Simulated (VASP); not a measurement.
# Sr3Rh: single point with PBE

Sr3Rh:

```
Sr Rh
1.0
    -2.79433    2.79433    4.20741
     2.79433   -2.79433    4.20741
     2.79433    2.79433   -4.20741
Sr Rh
3 1
Direct
  0.50000 0.50000 0.00000
  0.25000 0.75000 0.50000
  0.75000 0.25000 0.50000
  0.00000 0.00000 0.00000
```

| Item | Value |
| --- | --- |
| Program | VASP 6.6.1 |
| Task | single point |
| Functional | PBE |
| Potentials or basis | VASP PAW PBE potentials, release 64 (Sr_sv, Rh_pv) |
| Cutoff | 520 eV |
| k mesh | 12 × 12 × 12 |
| Occupations | gaussian, width 0.1 eV |
| Spin | no spin polarisation |
| Dipole correction | no |
| Further INCAR settings | ALGO = Fast; EDIFF = 1e-07; NBANDS = 30 |

| Property | Result |
| --- | --- |
| Pressure | 0.1 GPa |
| Band gap on the k mesh | zero (an odd number of electrons rules out a gap without spin polarisation) |

Levels at points of the mesh, in eV from the Fermi level:
| k point | band 19 | band 20 | band 21 | band 22 | band 23 | band 24 | band 25 | band 26 |
| --- | --- | --- | --- | --- | --- | --- | --- | --- |
| (0.00, 0.00, 0.00) | -1.27 | -1.23 | -1.23 | 0.25 | 0.50 | 0.50 | 0.96 | 1.12 |
| (0.50, 0.00, 0.00) | -1.30 | -1.24 | -1.22 | -1.17 | -0.07 | 0.12 | 0.81 | 1.06 |
| (0.50, 0.50, 0.00) | -1.41 | -1.23 | -1.16 | -1.14 | 0.57 | 0.61 | 1.23 | 1.24 |
| (0.50, 0.50, 0.50) | -1.68 | -1.27 | -1.24 | -1.24 | 0.52 | 0.77 | 1.31 | 1.44 |

Run time: 14 min on 1 thread of Intel(R) Xeon(R) 6975P-C (Granite Rapids), with other jobs on the host, peak memory 0.74 GiB.
